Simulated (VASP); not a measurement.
# MgS (Niningerite) (Fm-3m) in VASP: single point with PBE+D4

Aim: the single point of MgS (Niningerite) with PBE+D4.

Everything below comes from runs of VASP 6.6.1. Logs are shortened: lines on timing, memory, paths and dates and some standing lists are left out, and cuts for length are marked.

### Step 1. The cell of the first run

The structure is cubic, space group Fm-3m (No. 225). The conventional cell has a = 5.203 Å, b = 5.203 Å, c = 5.203 Å, α = 90.00°, β = 90.00°, γ = 90.00°. Mg (site symmetry m-3m) has 6 S at 2.60 Å within 3.4 Å. S (site symmetry m-3m) has 6 Mg at 2.60 Å within 3.4 Å.

### Step 2. Single point, PBE+D4

Input file INCAR:

```
SYSTEM = MgS
PREC = Accurate
ENCUT = 520
EDIFF = 1E-6
ISMEAR = 0
SIGMA = 0.01
LREAL = .False.
LASPH = .True.
NELM = 100
ALGO = Normal
ISIF = 2
LWAVE = .False.
LCHARG = .False.
GGA = PE
IVDW = 13
NBANDS = 11
```

Input file KPOINTS:

```
regular mesh
0
Gamma
  7 7 7
  0 0 0
```

Input file POSCAR:

```
MgS
1.0
    0.0000000000      2.6016500000      2.6016500000
    2.6016500000      0.0000000000      2.6016500000
    2.6016500000      2.6016500000      0.0000000000
Mg S
1 1
Direct
    0.0000000000      0.0000000000      0.0000000000
    0.5000000000      0.5000000000      0.5000000000
```

Potentials or basis: VASP PAW PBE potentials, release 64 (Mg, S).

Run with:

```console
$ cat potpaw_PBE.64/Mg/POTCAR potpaw_PBE.64/S/POTCAR > POTCAR
$ mpirun -np 1 vasp_std > vasp.out
```

OUTCAR:

```text
SYSTEM = MgS
   PREC = Accurate
   ENCUT = 520
   EDIFF = 1E-6
   ISMEAR = 0
   LREAL = .False.
   LASPH = .True.
   NELM = 100
   ISIF = 2
   GGA = PE
   IVDW = 13

 ion  position               nearest neighbor table
   1  0.000  0.000  0.000-   2 2.60   2 2.60   2 2.60   2 2.60   2 2.60   2 2.60
   2  0.500  0.500  0.500-   1 2.60   1 2.60   1 2.60   1 2.60   1 2.60   1 2.60

  LATTYP: Found a face centered cubic cell.
 ALAT       =     5.2033000000

  Lattice vectors:

 A1 = (   0.0000000000,   2.6016500000,   2.6016500000)
 A2 = (   2.6016500000,   0.0000000000,   2.6016500000)
 A3 = (   2.6016500000,   2.6016500000,   0.0000000000)

Analysis of symmetry for initial positions (statically):
=====================================================================
 Subroutine PRICEL returns:
 Original cell was already a primitive cell.

 Routine SETGRP: Setting up the symmetry group for a
 face centered cubic supercell.

 Subroutine GETGRP returns: Found 48 space group operations
 (whereof 48 operations were pure point group operations)
 out of a pool of 48 trial point group operations.

The static configuration has the point symmetry O_h .

Analysis of symmetry for dynamics (positions and initial velocities):
=====================================================================
 Subroutine PRICEL returns:
 Original cell was already a primitive cell.

 Routine SETGRP: Setting up the symmetry group for a
 face centered cubic supercell.

 Subroutine GETGRP returns: Found 48 space group operations
 (whereof 48 operations were pure point group operations)
 out of a pool of 48 trial point group operations.

The dynamic configuration has the point symmetry O_h .

 Subroutine INISYM returns: Found 48 space group operations
 (whereof 48 operations are pure point group operations),
 and found     1 'primitive' translations

----------------------------------------------------------------------------------------

                                     Primitive cell

  volume of cell :      35.2190

  direct lattice vectors                    reciprocal lattice vectors
     0.000000000  2.601650000  2.601650000    -0.192185728  0.192185728  0.192185728
     2.601650000  0.000000000  2.601650000     0.192185728 -0.192185728  0.192185728
     2.601650000  2.601650000  0.000000000     0.192185728  0.192185728 -0.192185728

  length of vectors
     3.679288715  3.679288715  3.679288715     0.332875446  0.332875446  0.332875446

  position of ions in fractional coordinates (direct lattice)
     0.000000000  0.000000000  0.000000000
     0.500000000  0.500000000  0.500000000

  ion indices of the primitive-cell ions
   primitive index   ion index
                 1           1
                 2           2

----------------------------------------------------------------------------------------

 KPOINTS: regular mesh

Automatic generation of k-mesh.
 Grid dimensions read from file:
 generate k-points for:    7    7    7

 Generating k-lattice:

  Cartesian coordinates                     Fractional coordinates (reciprocal lattice)
    -0.027455104  0.027455104  0.027455104     0.142857143  0.000000000  0.000000000
     0.027455104 -0.027455104  0.027455104     0.000000000  0.142857143  0.000000000
     0.027455104  0.027455104 -0.027455104     0.000000000  0.000000000  0.142857143

  Length of vectors
     0.047553635  0.047553635  0.047553635

  Shift w.r.t. Gamma in fractional coordinates (k-lattice)
     0.000000000  0.000000000  0.000000000

 Subroutine IBZKPT returns following result:
 ===========================================

 Found     20 irreducible k-points:

 Following reciprocal coordinates:
            Coordinates               Weight
  0.000000  0.000000  0.000000      1.000000
  0.142857  0.000000  0.000000      8.000000
  0.285714  0.000000  0.000000      8.000000
  0.428571  0.000000  0.000000      8.000000
  0.142857  0.142857  0.000000      6.000000
  0.285714  0.142857  0.000000     24.000000
[... 12 lines left out ...]
 -0.428571  0.428571  0.142857     24.000000
 -0.285714  0.428571  0.142857     24.000000
   k-points           NKPTS =     20   k-points in BZ     NKDIM =     20   number of bands    NBANDS=     11
   number of dos      NEDOS =    301   number of ions     NIONS =      2
   total plane-waves  NPLWV =  21952
   dimension x,y,z NGX =    28 NGY =   28 NGZ =   28
   dimension x,y,z NGXF=    56 NGYF=   56 NGZF=   56
   ions per type =               1   1
   NGX,Y,Z   is equivalent  to a cutoff of  12.65, 12.65, 12.65 a.u.
   NGXF,Y,Z  is equivalent  to a cutoff of  25.30, 25.30, 25.30 a.u.
 SYSTEM =  MgS
   PREC   = accura    normal or accurate (medium, high low for compatibility)
   ISTART =      0    job   : 0-new  1-cont  2-samecut
   ICHARG =      2    charge: 1-file 2-atom 10-const
   ISPIN  =      1    spin polarized calculation?
   LNONCOLLINEAR =      F non collinear calculations
   LSORBIT =      F    spin-orbit coupling
   LASPH  =      T    aspherical Exc in radial PAW
   ENCUT  =  520.0 eV  38.22 Ry    6.18 a.u.   6.84  6.84  6.84*2*pi/ulx,y,z
   NELM   =    100;   NELMIN=  2; NELMDL= -5     # of ELM steps
   EDIFF  = 0.1E-05   stopping-criterion for ELM
   LREAL  =      F    real-space projection
   EDIFFG = 0.1E-04   stopping-criterion for IOM
   NSW    =      0    number of steps for IOM
   IBRION =     -1    ionic relax: 0-MD 1-quasi-New 2-CG
   NFREE  =      0    steps in history (QN), initial steepest desc. (CG)
   ISIF   =      2    stress and relaxation
   ISYM   =      2    0-nonsym 1-usesym 2-fastsym
   POTIM  = 0.5000    time-step for ionic-motion
   TEBEG  =    0.0;   TEEND  =   0.0 temperature during run
   PSTRESS=    0.0 pullay stress
   NELECT =       8.0000    total number of electrons
   NUPDOWN=      -1.0000    fix difference up-down
   EMIN   =  10.00;   EMAX   =-10.00  energy-range for DOS
   EFERMI =   0.00;   METHOD = LEGACY
   ISMEAR =     0;   SIGMA  =   0.01  broadening in eV -4-tet -1-fermi 0-gaus
   EFERMI_NEDOS =   21; number of points for ismear=-14 and -15
   IALGO  =     38    algorithm
   IMIX   =      4    mixing-type and parameters
     AMIX     =   0.40;   BMIX     =  1.00
     AMIX_MAG =   1.60;   BMIX_MAG =  1.00
  volume/ion in A,a.u.               =      17.61       118.83
  Fermi-wavevector in a.u.,A,eV,Ry     =   0.998878  1.887606 13.575323  0.997758
  Thomas-Fermi vector in A             =   2.131131
   LORBIT       =      0    0 simple, 1 ext, 2 COOP (PROOUT), +10 PAW based schemes
   GGA     = PE    functional components
   LHFCALC =     F    Hartree Fock is set to
   AEXX    =    0.0000 exact exchange contribution
   IVDW    =    13    specifies the selected vdW correction
   LEPSILON=     F    determine dielectric tensor
   LRPA    =     F    only Hartree local field effects (RPA)
 non-spin polarized calculation
 Gauss-broadening in eV      SIGMA  =   0.01
  energy-cutoff  :      520.00
  volume of cell :       35.22
 maximum number of plane-waves:       958
   NGX = 13   NGY = 13   NGZ = 13

 number of electron       8.0000000 magnetization

 Free energy of the ion-electron system (eV)
  ---------------------------------------------------
  ext. energy  EPLUGINS =         0.00000000
  ---------------------------------------------------
  free energy    TOTEN  =        -8.50130872 eV

  energy without entropy =       -8.50130872  energy(sigma->0) =       -8.50130872

 E-fermi :   3.8270     XC(G=0):  -9.6881

 val. band max:        3.7257447453   @ k =   0.0000   0.0000   0.0000
 cond. band min:       6.7144747883   @ k =   0.4286   0.4286   0.0000
 fundamental gap:      2.9887300431
 Fermi energy:         3.8269555880

 k-point     1 :       0.0000    0.0000    0.0000
  band No.  band energies     occupation
      1      -8.9411      2.00000
      2       3.7257      2.00000
      3       3.7257      2.00000
      4       3.7257      2.00000
      5       7.4357      0.00000
      6      11.6800      0.00000
      7      11.6800      0.00000
      8      11.6800      0.00000
      9      14.0752      0.00000
     10      14.0752      0.00000
     11      16.2636      0.00000

 k-point     2 :       0.1429    0.0000    0.0000
  band No.  band energies     occupation
      1      -8.7452      2.00000
      2       2.4338      2.00000
      3       3.5971      2.00000
      4       3.5971      2.00000
      5       8.3794      0.00000
      6      11.3490      0.00000
      7      11.9526      0.00000
      8      11.9526      0.00000
      9      13.3800      0.00000
     10      13.3800      0.00000
     11      16.3146      0.00000

 k-point     3 :       0.2857    0.0000    0.0000
  band No.  band energies     occupation
      1      -8.2367      2.00000
      2       0.4491      2.00000
      3       3.3411      2.00000
      4       3.3411      2.00000
      5       8.6236      0.00000
      6      11.3274      0.00000
      7      11.3274      0.00000
      8      12.4710      0.00000
      9      14.4929      0.00000
     10      14.4929      0.00000
     11      15.4293      0.00000

 k-point     4 :       0.4286    0.0000    0.0000
  band No.  band energies     occupation
      1      -7.7229      2.00000
      2      -0.9068      2.00000
      3       3.1613      2.00000
      4       3.1613      2.00000
      5       8.3208      0.00000
      6      10.7144      0.00000
      7      10.7144      0.00000
      8      13.7659      0.00000
      9      15.5913      0.00000
     10      17.0051      0.00000
     11      17.0051      0.00000
[... 183 lines left out ...]
 k-point    18 :      -0.4286    0.2857    0.1429
  band No.  band energies     occupation
      1      -7.4583      2.00000
      2      -0.3157      2.00000
      3       1.3854      2.00000
      4       2.4653      2.00000
      5       9.1769      0.00000
      6      10.1869      0.00000
      7      11.9002      0.00000
      8      12.9861      0.00000
      9      15.9365      0.00000
     10      17.3668      0.00000
     11      18.9724      0.00000

 k-point    19 :      -0.4286    0.4286    0.1429
  band No.  band energies     occupation
      1      -7.3219      2.00000
      2      -0.1160      2.00000
      3       1.4089      2.00000
      4       1.7933      2.00000
      5       7.9508      0.00000
      6       9.6007      0.00000
      7      12.6956      0.00000
      8      14.3795      0.00000
      9      16.7796      0.00000
     10      18.4713      0.00000
     11      19.3608      0.00000

 k-point    20 :      -0.2857    0.4286    0.1429
  band No.  band energies     occupation
      1      -7.2558      2.00000
      2       0.3333      2.00000
      3       0.4013      2.00000
      4       1.8714      2.00000
      5       8.6456      0.00000
      6      11.0115      0.00000
      7      12.3388      0.00000
      8      12.4872      0.00000
      9      16.7444      0.00000
     10      17.4471      0.00000
     11      20.4164      0.00000

------------------------ aborting loop because EDIFF is reached ----------------------------------------

  DFT-D4 for vdW energy calculation

  Edisp (eV):   -0.57966

  FORCE on cell =-STRESS in cart. coord.  units (eV):
  Direction    XX          YY          ZZ          XY          YZ          ZX
  --------------------------------------------------------------------------------------
  -------------------------------------------------------------------------------------
  Total      -0.37712    -0.37712    -0.37712    -0.00000    -0.00000     0.00000
  in kB     -17.15582   -17.15582   -17.15582    -0.00000    -0.00000     0.00000
  external pressure =      -17.16 kB  Pullay stress =        0.00 kB

 VOLUME and BASIS-vectors are now :
 -----------------------------------------------------------------------------
  energy-cutoff  :      520.00
  volume of cell :       35.22
      direct lattice vectors                 reciprocal lattice vectors
     0.000000000  2.601650000  2.601650000    -0.192185728  0.192185728  0.192185728
     2.601650000  0.000000000  2.601650000     0.192185728 -0.192185728  0.192185728
     2.601650000  2.601650000  0.000000000     0.192185728  0.192185728 -0.192185728

 POSITION                                       TOTAL-FORCE (eV/Angst)
 -----------------------------------------------------------------------------------
      0.00000      0.00000      0.00000         0.000000      0.000000     -0.000000
      2.60165      2.60165      2.60165        -0.000000     -0.000000      0.000000
 -----------------------------------------------------------------------------------
    total drift:                                0.000000      0.000000      0.000000

  FREE ENERGIE OF THE ION-ELECTRON SYSTEM (eV)
  ---------------------------------------------------
  free  energy   TOTEN  =        -9.0809661493 eV

  energy  without entropy=       -9.0809661493  energy(sigma->0) =       -9.08096615
```

It took 11 s on 1 thread of Intel Xeon Platinum 8259CL at 2.50GHz (Skylake/Cascade Lake), shared host; peak memory 0.15 GiB.

Results:

| Property | Result |
| --- | --- |
| Free energy | -9.0810 eV |
| Pressure | -1.7 GPa |
| Band gap on the k mesh | 2.99 eV, indirect (least direct gap 3.71 eV) |
| Dispersion energy per atom | -0.290 eV |

Levels at points of the mesh, in eV from the valence-band top:
```csv
k point,band 1,band 2,band 3,band 4,band 5,band 6,band 7,band 8,band 9
"(0.00, 0.00, 0.00)",-12.67,0.00,0.00,0.00,3.71,7.95,7.95,7.95,10.35
```

A k mesh can miss the band edges. As with any semilocal functional, this PBE gap is likely too small.
